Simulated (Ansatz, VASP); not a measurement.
Two plane-wave programs on Be

```xyz
6
Lattice="0.0000 2.9027 2.9027 2.9027 0.0000 2.9027 2.9027 2.9027 0.0000" Properties=species:S:1:pos:R:3 pbc="T T T"
Be    2.9027    2.9027    2.9027
Be    4.3540    4.3540    4.3540
Be    0.7257    0.7257    0.7257
Be    2.1770    2.1770    0.7257
Be    2.1770    0.7257    2.1770
Be    0.7257    2.1770    2.1770
```

Alike in both runs: task relaxation of cell and atoms; functional PBE; k mesh 12 × 12 × 12; occupations gaussian, width 0.1 eV; no spin polarisation.

|  | VASP | Ansatz |
| --- | --- | --- |
| version | VASP 6.6.1 | Ansatz 0.2.0 |
| potentials or method | VASP PAW PBE potentials, release 64 (Be), cutoff 600 eV | scalar-relativistic, plane waves, PAW |
| valence electrons in the cell | 12 | 12 |

```tsv
	VASP	Ansatz	Ansatz less VASP
gap on the k mesh at the Fermi level, each at its own relaxed structure (eV)	none	none	-
relaxed volume (Å³/atom)	8.17	8.16	-0.011
relaxed length of the cell vector where the two differ most in proportion (Å)	4.108	4.106	-0.0018
```

A gap of «none» marks a metal or a gap that the smearing closes.
